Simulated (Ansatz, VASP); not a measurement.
# Tl in VASP and in Ansatz

INCAR

```
PREC     = Accurate       # precision mode
ENCUT    = 520            # plane-wave cutoff, eV
EDIFF    = 1E-7           # SCF threshold, eV
ISMEAR   = -1             # smearing method
SIGMA    = 0.05           # smearing width, eV
LREAL    = F              # projectors in reciprocal space
LASPH    = T              # aspherical terms in the spheres
NELM     = 60             # most SCF steps
ALGO     = Normal         # electronic algorithm
ISIF     = 2              # what is computed and relaxed
LWAVE    = F              # write WAVECAR
LCHARG   = T              # write CHGCAR
LELF     = T              # ELF
LVHAR    = T            
NBANDS   = 12             # bands
```

The input KPOINTS:

```
regular mesh
0
Gamma
  13 13 13
```

The input POSCAR:

```
Tl
1.0
   -1.9798200000      1.9410000000      1.9410000000
    1.9410000000     -1.9798200000      1.9410000000
    1.9410000000      1.9410000000     -1.9798200000
Tl
1
Direct
    0.0000000000      0.0000000000      0.0000000000
```

Input for Ansatz:

```yaml
crystal:
  lattice:
    - [-1.97982, 1.941, 1.941]
    - [1.941, -1.97982, 1.941]
    - [1.941, 1.941, -1.97982]
  atoms:
    - { symbol: Tl, position: [0.0, 0.0, 0.0] }
kpoints:
  mp_grid: { grid: [13, 13, 13] }
  band_path:
    path:
      - [0.0, 0.0, 0.0]
      - [0.0, 0.0, 0.5]
      - [-0.5, 0.5, 0.5]
      - [-0.7548769728, 0.2451230272, 0.2451230272]
      - [0.2451230272, 0.2451230272, 0.2451230272]
      - [0.0, 0.0, 0.0]
      - [-0.5, 0.0, 0.5]
    npoints: 5
scf:
  occupations: { method: fermi_dirac, width: 0.05 }
hamiltonian:
  xc: lda
  pseudopotentials: { kind: all_electron, lapw: { basis_error: 0.00025 } }
output:
  forces: true
  stress: true
  eigenvalues: true
```

Change from the starting cell: equal xy, yz and zx shear strains of -2 %.

Alike in both runs: task single point; functional LDA; k mesh 13 × 13 × 13; occupations fermi-dirac, width 0.05 eV; no spin polarisation.

```csv
,VASP,Ansatz
version,VASP 6.6.1,Ansatz 0.2.0
potentials or method,"VASP PAW LDA potentials, release 64 (Tl_d), cutoff 520 eV","all-electron LAPW, scalar-relativistic"
```

```tsv
	VASP	Ansatz	Ansatz less VASP
pressure (GPa)	-2.4	-2.4	-0.03
traceless stress, the component that is largest in VASP (GPa)	0.19	0.19	0.000
```

LDA's correlation is that of Perdew and Zunger in VASP and of Perdew and Wang (1992) in Ansatz. Ansatz ran all-electron here, and VASP with PAW potentials.

Spin-orbit coupling is off throughout.
